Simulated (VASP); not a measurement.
Write the native input for VASP 6.6.1 that does the following.

- Task: single point
- Functional: LDA
- Potentials or basis: VASP PAW LDA potentials, release 64 (Ag)
- Cutoff: 520 eV
- k mesh: 17 × 17 × 17
- Occupations: fermi-dirac, width 0.1 eV
- Spin: no spin polarisation
- Dipole correction: no
- Further INCAR settings: ALGO = Normal; EDIFF = 1e-06; NBANDS = 12

The structure of Ag lies in POSCAR:

```
Ag
1.0
   -1.4455812422      1.4455812422      1.4455812422
    1.4455812422     -1.4455812422      1.4455812422
    1.4455812422      1.4455812422     -1.4455812422
Ag
1
Direct
    0.0000000000      0.0000000000      0.0000000000
```

This cell differs from its parent crystal: volume scaled by 0.75.

One way to write it, as run:

INCAR

```
SYSTEM = Ag
PREC = Accurate
ENCUT = 520
EDIFF = 1E-6
ISMEAR = -1
SIGMA = 0.1
LREAL = .False.
LASPH = .True.
NELM = 100
ALGO = Normal
ISIF = 2
LWAVE = .False.
LCHARG = .False.
GGA = CA
NBANDS = 12
```

KPOINTS

```
Automatic mesh
0
Gamma
  17 17 17
  0 0 0
```

Potentials or basis: VASP PAW LDA potentials, release 64 (Ag).

Command:

```sh
$ cat potpaw_LDA.64/Ag/POTCAR > POTCAR
$ mpirun -np 1 vasp_std > vasp.out
```

It gave:

* Pressure: 87.2 GPa

Wall time 40 s on 1 thread of AMD EPYC 7R13, on a shared host, peak memory 0.11 GiB.
